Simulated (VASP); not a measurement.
The system is GaSe3.

```
Ga Se
1.0
    -3.24419    3.24419    4.63931
     3.24419   -3.24419    4.63931
     3.24419    3.24419   -4.63931
Ga Se
2 6
Direct
  0.75000 0.25000 0.50000
  0.25000 0.75000 0.50000
  0.75000 0.75000 0.00000
  0.25000 0.25000 0.00000
  0.22014 0.72014 0.94027
  0.77986 0.27986 0.05973
  0.72014 0.77986 0.50000
  0.27986 0.22014 0.50000
```

The cell was generated, and may not be a known phase.

| Item | Value |
| --- | --- |
| Program | VASP 6.6.1 |
| Task | relaxation of cell and atoms |
| Functional | PBE |
| Potentials or basis | VASP PAW PBE potentials, release 64 (Ga_d, Se) |
| Cutoff | 600 eV |
| k mesh | 4 × 4 × 4 |
| Occupations | gaussian, width 0.1 eV |
| Spin | no spin polarisation |

At the start: pressure -5.6 GPa; volume 24.41 Å³/atom.

How do energy, volume and symmetry change on relaxing?

Over 30 steps the energy falls by 453.4 meV/atom and the volume is 23.17 Å³/atom (-5.1 %); space group I4/mcm (No. 140, to 0.1 Å) before and after.

Step by step:
```csv
step,energy change (eV),largest force (eV/Å),pressure (GPa),volume (Å³)
1,0.0000,0.2044,-5.60,195.31
2,-0.5788,0.2476,-1.38,172.16
3,-0.6091,0.2473,0.16,166.83
4,-0.6093,0.2470,0.34,166.29
5,-0.6681,0.2333,0.45,165.98
6,-0.9237,0.2597,1.07,164.78
7,-1.9020,0.3864,2.86,161.11
8,-2.4123,0.6795,14.63,148.22
9,-2.7126,0.1610,9.62,152.60
10,-2.6697,0.3101,11.04,151.27
11,-2.6761,0.3170,11.02,151.33
12,-2.6936,0.3368,11.05,151.52
13,-2.7223,0.3781,11.10,151.89
14,-2.7519,0.4925,11.42,152.55
15,-2.6918,0.7012,12.74,153.60
16,-2.7398,0.5988,11.89,153.05
17,-2.7976,0.5505,11.35,153.89
18,-2.9559,0.4079,9.73,156.43
19,-3.2084,0.1389,6.82,161.57
20,-3.4873,0.3207,2.09,172.14
21,-3.3306,0.9906,-4.01,194.45
22,-3.5303,0.5653,-0.31,179.25
23,-3.5306,0.5437,-0.07,178.58
24,-3.5400,0.5167,-0.08,178.90
25,-3.5654,0.4345,-0.10,179.87
26,-3.6025,0.2617,-0.08,181.81
27,-3.6196,0.1137,0.09,185.73
28,-3.6227,0.0041,0.02,184.62
29,-3.6242,0.0075,0.03,184.80
30,-3.6270,0.0160,0.05,185.32
```

Final structure:
```
CELL_PARAMETERS angstrom
-3.90904 3.90904 3.03197
3.90904 -3.90904 3.03197
3.90904 3.90904 -3.03197
ATOMIC_POSITIONS crystal
Ga 0.75000 0.25000 0.50000
Ga 0.25000 0.75000 0.50000
Se 0.75000 0.75000 0.00000
Se 0.25000 0.25000 0.00000
Se 0.17442 0.67442 0.84883
Se 0.82558 0.32558 0.15117
Se 0.67442 0.82558 0.50000
Se 0.32558 0.17442 0.50000
```
